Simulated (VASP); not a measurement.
Set up this calculation in VASP 6.6.1, as the native input.

| Property | Result |
| --- | --- |
| Task | single point |
| Functional | RPBE |
| Potentials or basis | VASP PAW PBE potentials, release 64 (Zn, Au) |
| Cutoff | 520 eV |
| k mesh | 10 × 10 × 10 |
| Occupations | fermi-dirac, width 0.1 eV |
| Spin | no spin polarisation |
| Dipole correction | no |
| Further INCAR settings | ALGO = Normal; EDIFF = 1e-06; NBANDS = 18 |

The structure of ZnAu lies in POSCAR:

```
ZnAu
1.0
    3.1470000000      0.0000000000      0.0000000000
    0.0000000000      3.1470000000      0.0000000000
    0.0000000000      0.0000000000      3.1470000000
Zn Au
1 1
Direct
    0.5000000000      0.5000000000      0.5000000000
    0.0000000000      0.0000000000      0.0000000000
```

One way to write it, as run:

INCAR

```
SYSTEM = ZnAu
ALGO = Normal ; EDIFF = 1E-6
ENCUT = 520 ; GGA = RP
ISIF = 2 ; ISMEAR = -1
LASPH = .TRUE. ; LCHARG = .FALSE.
LREAL = .FALSE. ; LWAVE = .FALSE.
NBANDS = 18 ; NELM = 100
PREC = Accurate ; SIGMA = 0.1
```

KPOINTS

```
k-points
0
G
  10 10 10
  0 0 0
```

Potentials or basis: VASP PAW PBE potentials, release 64 (Zn, Au).

Launch:

```console
$ cat potpaw_PBE.64/Zn/POTCAR potpaw_PBE.64/Au/POTCAR > POTCAR
$ mpirun -np 1 vasp_std > vasp.out
```

Results of the run:

| Property | Result |
| --- | --- |
| Pressure | 8.8 GPa |

Caveat: the PAW data sets were made with another functional, which shifts forces and pressure a little.

Wall time 11 s on 1 thread of AMD EPYC 9R45 96-Core Processor (Zen 5) (shared host), peak memory 0.13 GiB.
